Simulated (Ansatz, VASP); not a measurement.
# Ga3Se in VASP and in Ansatz

INCAR

```
PREC = Accurate ; ENCUT = 520
EDIFF = 1E-6 ; ISMEAR = 0
SIGMA = 0.15 ; LREAL = F
LASPH = T ; NELM = 100
ALGO = Normal ; ISIF = 2
LWAVE = F ; LCHARG = T
GGA = PE ; IVDW = 12
LELF = T ; LVHAR = T
NBANDS = 30
```

Contents of KPOINTS:

```
Automatic mesh
0
Gamma
  12 12 12
```

Contents of POSCAR:

```
Ga3Se
1.0
    4.3236103161      0.0000000000      0.0000000000
    0.0000000000      4.3236103161      0.0000000000
    0.0000000000      0.0000000000      4.3236103161
Ga Se
3 1
Direct
    0.0000000000      0.5000000000      0.5000000000
    0.5000000000      0.0000000000      0.5000000000
    0.5000000000      0.5000000000      0.0000000000
    0.0000000000     -0.0154269222      0.0000000000
```

Input for Ansatz:

```yaml
crystal:
  lattice:
    - [4.3236103161, 0.0, 0.0]
    - [0.0, 4.3236103161, 0.0]
    - [0.0, 0.0, 4.3236103161]
  atoms:
    - { symbol: Ga, position: [0.0, 0.5, 0.5] }
    - { symbol: Ga, position: [0.5, 0.0, 0.5] }
    - { symbol: Ga, position: [0.5, 0.5, 0.0] }
    - { symbol: Se, position: [0.0, -0.0154269222, 0.0] }
basis:
  ecutwfc: 420
kpoints:
  mp_grid: { grid: [12, 12, 12] }
hamiltonian:
  xc: pbe
  dispersion: d3bj
scf:
  occupations: { method: gaussian, width: 0.15 }
output:
  forces: true
  stress: true
  eigenvalues: true
  write_density: true
  write_potential: true
  elf: true
  volumetric_format: npy
```

Alike in both runs: task single point; functional PBE; dispersion D3(BJ); k mesh 12 × 12 × 12; occupations gaussian, width 0.15 eV; no spin polarisation.

```csv
,VASP,Ansatz
version,VASP 6.6.1,Ansatz 0.2.0
potentials or method,"VASP PAW PBE potentials, release 64 (Ga_d, Se), cutoff 520 eV","scalar-relativistic, plane waves, PAW"
valence electrons in the cell,45,55
```

VASP gave:

* gap on the k mesh at the Fermi level (eV): none
* pressure (GPa): 0.2
* rms of the force components (eV/Å): 0.034

Task: Estimate Ansatz's values.

Result: gap on the k mesh at the Fermi level (eV): none; pressure (GPa): 0.1; rms of the force components (eV/Å): 0.033.

Atom by atom the forces differ by 0.001 eV/Å (rms over components). A gap of «none» marks a metal or a gap that the smearing closes. VASP's potentials hold 45 valence electrons a cell and Ansatz's 55, so a difference there can come from the potentials and not from the codes.
